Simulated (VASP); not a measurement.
Here is a VASP 6.6.1 calculation.

File INCAR:

```
SYSTEM = P
ALGO = Normal
EDIFF = 1E-6
ENCUT = 520
GGA = PS
ISIF = 2
ISMEAR = -1
LASPH = .TRUE.
LCHARG = .FALSE.
LREAL = .FALSE.
LWAVE = .FALSE.
NBANDS = 12
NELM = 100
PREC = Accurate
SIGMA = 0.1
```

Contents of KPOINTS:

```
k-points
0
G
  13 13 11
  0 0 0
```

The input POSCAR:

```
P
1.0
    3.0992679620      0.0000000000      0.0000000000
   -1.5496339810      2.6840447882      0.0000000000
    0.0000000000      0.0000000000      3.0646281191
P
2
Direct
    0.3333333333      0.6666666667      0.2500000000
    0.6666666667      0.3333333333      0.7500000000
```

Potentials or basis: VASP PAW PBE potentials, release 64 (P).

Run with:

```bash
$ cat potpaw_PBE.64/P/POTCAR > POTCAR
$ mpirun -np 1 vasp_std > vasp.out
```

Question: Estimate the pressure.

Answer: 17.8 GPa.

Question: Predict the band gap on the k mesh.

Answer: Zero (band 5 reaches 14.30 eV, above the bottom of band 6 at 7.43 eV).

Stress tensor (GPa, compression positive):
```
16.59  0.00  0.00
 0.00 16.59  0.00
 0.00  0.00 20.31
```

Caveat: the PAW data sets were made with another functional, which shifts forces and pressure a little.
